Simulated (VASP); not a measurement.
# HfF5 (P6/mmm) in VASP: further runs, part 2 of 2

VASP 6.6.1. The steps go on from the part before.

## 3. Single point, PBE

This run uses another cell than the first one, of 13.52 Å³/atom.

Input file INCAR:

```
PREC = Accurate ; ENCUT = 520
EDIFF = 1E-6 ; ISMEAR = 0
SIGMA = 0.1 ; LREAL = F
LASPH = T ; NELM = 100
ALGO = Normal ; ISIF = 2
LWAVE = F ; LCHARG = T
GGA = PE ; LELF = T
LVHAR = T ; NBANDS = 32
```

Input file KPOINTS:

```
regular mesh
0
Gamma
  6 6 4
```

Input file POSCAR:

```
HfF5
1.0
    4.2748377946      0.0000000000      0.0000000000
   -2.1374188973      3.7021181271      0.0000000000
    0.0000000000      0.0000000000      5.1243372551
Hf F
1 5
Direct
    0.0000000000      0.0000000000      0.0000000000
    0.3333333333      0.6666666667      0.5000000000
    0.6666666667      0.3333333333      0.5000000000
    0.5000000000      0.0000000000      0.0000000000
    0.0000000000      0.5000000000      0.0000000000
    0.5000000000      0.5000000000      0.0000000000
```

Potentials or basis: VASP PAW PBE potentials, release 64 (Hf_pv, F).

Run with:

```sh
$ cat potpaw_PBE.64/Hf_pv/POTCAR potpaw_PBE.64/F/POTCAR > POTCAR
$ mpirun -np 1 vasp_std > vasp.out
```

OUTCAR:

```text
PREC = Accurate
   ENCUT = 520
   EDIFF = 1E-6
   ISMEAR = 0
   LREAL = F
   LASPH = T
   NELM = 100
   ISIF = 2
   GGA = PE

 ion  position               nearest neighbor table
   1  0.000  0.000  0.000-   5 2.14   6 2.14   5 2.14   6 2.14   4 2.14   4 2.14
   2  0.333  0.667  0.500-
   3  0.667  0.333  0.500-
   4  0.500  0.000  0.000-   1 2.14   1 2.14
   5  0.000  0.500  0.000-   1 2.14   1 2.14
   6  0.500  0.500  0.000-   1 2.14   1 2.14

  LATTYP: Found a hexagonal cell.
 ALAT       =     4.2748377946
 C/A-ratio  =     1.1987208641

  Lattice vectors:

 A1 = (   4.2748377946,   0.0000000000,   0.0000000000)
 A2 = (  -2.1374188973,   3.7021181271,   0.0000000000)
 A3 = (   0.0000000000,   0.0000000000,   5.1243372551)

Analysis of symmetry for initial positions (statically):
=====================================================================
 Subroutine PRICEL returns:
 Original cell was already a primitive cell.

 Routine SETGRP: Setting up the symmetry group for a
 hexagonal supercell.

 Subroutine GETGRP returns: Found 24 space group operations
 (whereof 24 operations were pure point group operations)
 out of a pool of 24 trial point group operations.

The static configuration has the point symmetry D_6h.

Analysis of symmetry for dynamics (positions and initial velocities):
=====================================================================
 Subroutine PRICEL returns:
 Original cell was already a primitive cell.

 Routine SETGRP: Setting up the symmetry group for a
 hexagonal supercell.

 Subroutine GETGRP returns: Found 24 space group operations
 (whereof 24 operations were pure point group operations)
 out of a pool of 24 trial point group operations.

The dynamic configuration has the point symmetry D_6h.

 Subroutine INISYM returns: Found 24 space group operations
 (whereof 24 operations are pure point group operations),
 and found     1 'primitive' translations

----------------------------------------------------------------------------------------

                                     Primitive cell

  volume of cell :      81.0975

  direct lattice vectors                    reciprocal lattice vectors
     4.274837795  0.000000000  0.000000000     0.233927004  0.135057819  0.000000000
    -2.137418897  3.702118127  0.000000000     0.000000000  0.270115638  0.000000000
     0.000000000  0.000000000  5.124337255     0.000000000  0.000000000  0.195147187

  length of vectors
     4.274837795  4.274837795  5.124337255     0.270115638  0.270115638  0.195147187

  position of ions in fractional coordinates (direct lattice)
     0.000000000  0.000000000  0.000000000
     0.333333333  0.666666667  0.500000000
     0.666666667  0.333333333  0.500000000
     0.500000000  0.000000000  0.000000000
     0.000000000  0.500000000  0.000000000
     0.500000000  0.500000000  0.000000000

  ion indices of the primitive-cell ions
   primitive index   ion index
                 1           1
                 2           2
                 3           3
                 4           4
                 5           5
                 6           6

----------------------------------------------------------------------------------------

[... 26 lines left out ...]
  0.000000  0.000000  0.000000      1.000000
  0.166667  0.000000  0.000000      6.000000
  0.333333 -0.000000  0.000000      6.000000
  0.500000 -0.000000  0.000000      3.000000
  0.166667  0.166667  0.000000      6.000000
  0.333333  0.166667  0.000000     12.000000
[... 13 lines left out ...]
  0.333333  0.166667  0.500000     12.000000
  0.333333  0.333333  0.500000      2.000000
   k-points           NKPTS =     21   k-points in BZ     NKDIM =     21   number of bands    NBANDS=     32
   number of dos      NEDOS =    301   number of ions     NIONS =      6
   total plane-waves  NPLWV =  40960
   dimension x,y,z NGX =    32 NGY =   32 NGZ =   40
   dimension x,y,z NGXF=    64 NGYF=   64 NGZF=   80
   ions per type =               1   5
   NGX,Y,Z   is equivalent  to a cutoff of  12.44, 12.44, 12.98 a.u.
   NGXF,Y,Z  is equivalent  to a cutoff of  24.89, 24.89, 25.95 a.u.
 SYSTEM =  unknown system
   PREC   = accura    normal or accurate (medium, high low for compatibility)
   ISTART =      0    job   : 0-new  1-cont  2-samecut
   ICHARG =      2    charge: 1-file 2-atom 10-const
   ISPIN  =      1    spin polarized calculation?
   LNONCOLLINEAR =      F non collinear calculations
   LSORBIT =      F    spin-orbit coupling
   LASPH  =      T    aspherical Exc in radial PAW
   ENCUT  =  520.0 eV  38.22 Ry    6.18 a.u.   7.95  7.95  9.53*2*pi/ulx,y,z
   NELM   =    100;   NELMIN=  2; NELMDL= -5     # of ELM steps
   EDIFF  = 0.1E-05   stopping-criterion for ELM
   LREAL  =      F    real-space projection
   EDIFFG = 0.1E-04   stopping-criterion for IOM
   NSW    =      0    number of steps for IOM
   IBRION =     -1    ionic relax: 0-MD 1-quasi-New 2-CG
   NFREE  =      0    steps in history (QN), initial steepest desc. (CG)
   ISIF   =      2    stress and relaxation
   ISYM   =      2    0-nonsym 1-usesym 2-fastsym
   POTIM  = 0.5000    time-step for ionic-motion
   TEBEG  =    0.0;   TEEND  =   0.0 temperature during run
   PSTRESS=    0.0 pullay stress
   NELECT =      45.0000    total number of electrons
   NUPDOWN=      -1.0000    fix difference up-down
   EMIN   =  10.00;   EMAX   =-10.00  energy-range for DOS
   EFERMI =   0.00;   METHOD = LEGACY
   ISMEAR =     0;   SIGMA  =   0.10  broadening in eV -4-tet -1-fermi 0-gaus
   EFERMI_NEDOS =   21; number of points for ismear=-14 and -15
   IALGO  =     38    algorithm
   IMIX   =      4    mixing-type and parameters
     AMIX     =   0.40;   BMIX     =  1.00
     AMIX_MAG =   1.60;   BMIX_MAG =  1.00
  volume/ion in A,a.u.               =      13.52        91.21
  Fermi-wavevector in a.u.,A,eV,Ry     =   1.345271  2.542194 24.623201  1.809754
  Thomas-Fermi vector in A             =   2.473197
   LORBIT       =      0    0 simple, 1 ext, 2 COOP (PROOUT), +10 PAW based schemes
   GGA     = PE    functional components
   LHFCALC =     F    Hartree Fock is set to
   AEXX    =    0.0000 exact exchange contribution
   IVDW    =     0    specifies the selected vdW correction
   LEPSILON=     F    determine dielectric tensor
   LRPA    =     F    only Hartree local field effects (RPA)
 non-spin polarized calculation
 Gauss-broadening in eV      SIGMA  =   0.10
  energy-cutoff  :      520.00
  volume of cell :       81.10
 maximum number of plane-waves:      2202
 NGX is ok and might be reduce to    32
   NGX = 15   NGY = 15   NGZ = 19

 number of electron      45.0000041 magnetization

 Free energy of the ion-electron system (eV)
  ---------------------------------------------------
  ext. energy  EPLUGINS =         0.00000000
  ---------------------------------------------------
  free energy    TOTEN  =       -30.26358332 eV

  energy without entropy =      -30.22999443  energy(sigma->0) =      -30.24678887

 E-fermi :  -0.4457     XC(G=0):  -9.4297

 val. band max:       -0.4715489532   @ k =   0.0000   0.0000   0.0000
 cond. band min:      -0.4284429802   @ k =   0.5000  -0.0000   0.5000
 fundamental gap:      0.0431059730
 Fermi energy:        -0.4457385243

 k-point     1 :       0.0000    0.0000    0.0000
  band No.  band energies     occupation
      1     -33.2706      2.00000
      2     -32.7430      2.00000
      3     -32.7430      2.00000
      4     -24.0817      2.00000
      5     -22.0122      2.00000
      6     -22.0122      2.00000
[... 724 lines left out ...]
     31      10.1924      0.00000
     32      12.0541      0.00000

------------------------ aborting loop because EDIFF is reached ----------------------------------------

  FORCE on cell =-STRESS in cart. coord.  units (eV):
  Direction    XX          YY          ZZ          XY          YZ          ZX
  --------------------------------------------------------------------------------------
  -------------------------------------------------------------------------------------
  Total       -1.1100623     -1.1100623     -0.2462029      0.0000000      0.0000000      0.0000000
  in kB      -21.9305909    -21.9305909     -4.8640282      0.0000000      0.0000000      0.0000000
  external PRESSURE =     -16.2417367 kB  Pullay stress =       0.0000000 kB

 VOLUME and BASIS-vectors are now :
 -----------------------------------------------------------------------------
  energy-cutoff  :      520.00
  volume of cell :       81.10
      direct lattice vectors                 reciprocal lattice vectors
     4.274837795  0.000000000  0.000000000     0.233927004  0.135057819  0.000000000
    -2.137418897  3.702118127  0.000000000     0.000000000  0.270115638  0.000000000
     0.000000000  0.000000000  5.124337255     0.000000000  0.000000000  0.195147187

 POSITION                                       TOTAL-FORCE (eV/Angst)
 -----------------------------------------------------------------------------------
      0.00000      0.00000      0.00000         0.000000      0.000000     -0.000000
     -0.00000      2.46808      2.56217        -0.000000     -0.000000     -0.000000
      2.13742      1.23404      2.56217         0.000000      0.000000      0.000000
      2.13742      0.00000      0.00000         0.000000      0.000000     -0.000000
     -1.06871      1.85106      0.00000         0.000000      0.000000     -0.000000
      1.06871      1.85106      0.00000         0.000000      0.000000     -0.000000
 -----------------------------------------------------------------------------------
    total drift:                                0.000000      0.000000     -0.000000

  FREE ENERGIE OF THE ION-ELECTRON SYSTEM (eV)
  ---------------------------------------------------
  free  energy   TOTEN  =       -30.2635833239 eV

  energy  without entropy=      -30.2299944260  energy(sigma->0) =      -30.24678887
```

It took 3.5 min on 1 thread of Intel Xeon 8259CL, shared host; peak memory 0.21 GiB.

What came out:

| Quantity | Value |
| --- | --- |
| Free energy | -30.2636 eV |
| Pressure | -1.6 GPa |
| Band gap on the k mesh | zero (an odd number of electrons rules out a gap without spin polarisation) |

Stress tensor (GPa, compression positive):
```
-2.19  0.00  0.00
 0.00 -2.19  0.00
 0.00  0.00 -0.49
```

Caveat: spin-orbit coupling is left out, which moves the levels of the heavy elements; an odd number of electrons without spin polarisation forces a metal; a magnetic or distorted state may lie lower.

## 4. Relaxation of cell and atoms, PBE

Input file INCAR:

```
SYSTEM = HfF5
ALGO = Normal ; EDIFF = 1E-6
EDIFFG = -0.04 ; ENCUT = 600
GGA = PE ; IBRION = 2
ISIF = 3 ; ISMEAR = 0
LASPH = .TRUE. ; LCHARG = .FALSE.
LREAL = .FALSE. ; LWAVE = .FALSE.
NELM = 60 ; NSW = 90
PREC = Accurate ; SIGMA = 0.1
```

Input file KPOINTS:

```
k-points
0
G
  6 6 4
  0 0 0
```

Input file POSCAR:

```
HfF5
1.0
    4.1608196400      0.0000000000      0.0000000000
   -2.0804098200      3.6033755100      0.0000000000
    0.0000000000      0.0000000000      5.2590871900
Hf F
1 5
Direct
    0.0000000000      0.0000000000      0.0000000000
    0.3333333300      0.6666666700      0.5000000000
    0.6666666700      0.3333333300      0.5000000000
    0.5000000000      0.0000000000      0.0000000000
    0.0000000000      0.5000000000      0.0000000000
    0.5000000000      0.5000000000      0.0000000000
```

Run with:

```sh
$ cat potpaw_PBE.64/Hf_pv/POTCAR potpaw_PBE.64/F/POTCAR > POTCAR
$ mpirun -np 1 vasp_std > vasp.out
```

Run time: 14 min. Hardware: 1 thread of Intel Xeon 8259CL, shared host; peak memory 0.26 GiB.

Results (log left out):

| Item | Value |
| --- | --- |
| Free energy | -30.2728 eV |
| Relaxed volume | 13.28 Å³/atom |
| Relaxed cell | a = 4.253 Å, b = 4.253 Å, c = 5.086 Å, α = 90.00°, β = 90.00°, γ = 120.00° |
| Space group after relaxing (to 0.1 Å) | P6/mmm (No. 191) |
| Energy gained by relaxing | 25.5 meV/atom |
| Ionic steps | 6 |
| Pressure after relaxing | 0.0 GPa |
| Band gap on the k mesh | zero (an odd number of electrons rules out a gap without spin polarisation) |

The path:
```csv
step,energy change (eV),largest force (eV/Å),pressure (GPa),volume (Å³)
1,0.0000,0.0000,7.02,78.85
2,-0.0174,0.0000,-6.70,85.51
3,-0.1380,0.0000,-0.83,82.17
4,-0.1380,0.0000,-0.69,82.11
5,-0.1438,0.0000,-0.57,81.50
6,-0.1530,0.0000,-0.01,79.67
```

Final structure:
```
Hf F
1.0
     4.25314    0.00000    0.00000
    -2.12657    3.68333    0.00000
     0.00000    0.00000    5.08569
Hf F
1 5
Direct
  0.00000 0.00000 0.00000
  0.33333 0.66667 0.50000
  0.66667 0.33333 0.50000
  0.50000 0.00000 0.00000
  0.00000 0.50000 0.00000
  0.50000 0.50000 0.00000
```

Levels at points of the mesh, in eV from the Fermi level:
```tsv
k point	band 21	band 22	band 23	band 24	band 25	band 26
(0.00, 0.00, 0.00)	-0.33	-0.02	-0.02	1.20	2.13	2.13
(0.50, 0.00, 0.00)	-0.55	-0.36	0.04	1.86	2.83	3.78
(0.00, 0.00, 0.50)	-0.41	-0.03	-0.03	2.20	2.21	2.21
(0.50, 0.00, 0.50)	-0.53	-0.34	0.02	2.05	2.85	3.71
```

Caveat: spin-orbit coupling is left out, which moves the levels of the heavy elements; an odd number of electrons without spin polarisation forces a metal; a magnetic or distorted state may lie lower.

## 5. Summary

| task | cell | cutoff (eV) | gap on the mesh (eV) | pressure (GPa) |
| --- | --- | --- | --- | --- |
| single point | a = 4.161, b = 4.161, c = 5.259 Å, angles 90.0, 90.0, 120.0°, 6 atoms | 520 | none | 7.1 |
| single point | a = 4.275, b = 4.275, c = 5.124 Å, angles 90.0, 90.0, 120.0°, 6 atoms | 520 | none | -1.6 |
| relaxation of cell and atoms | relaxed from a = 4.161, b = 4.161, c = 5.259 Å, angles 90.0, 90.0, 120.0°, 6 atoms | 600 | none | 0.0 |

Alike in all rows: level PBE; potentials or basis VASP PAW PBE potentials, release 64 (Hf_pv, F); no spin polarisation; k mesh 6 × 6 × 4; smearing gaussian 0.1 eV.

Caveats: spin-orbit coupling is left out, which moves the levels of the heavy elements; an odd number of electrons without spin polarisation forces a metal; a magnetic or distorted state may lie lower; the stress differs along the axes, from -3 to 12 GPa (at least some runs).

Total energies depend on the potentials used, so only differences within one code and one set of settings carry meaning.

The gap in the log of VASP goes by the Fermi energy; the results here count the filled bands.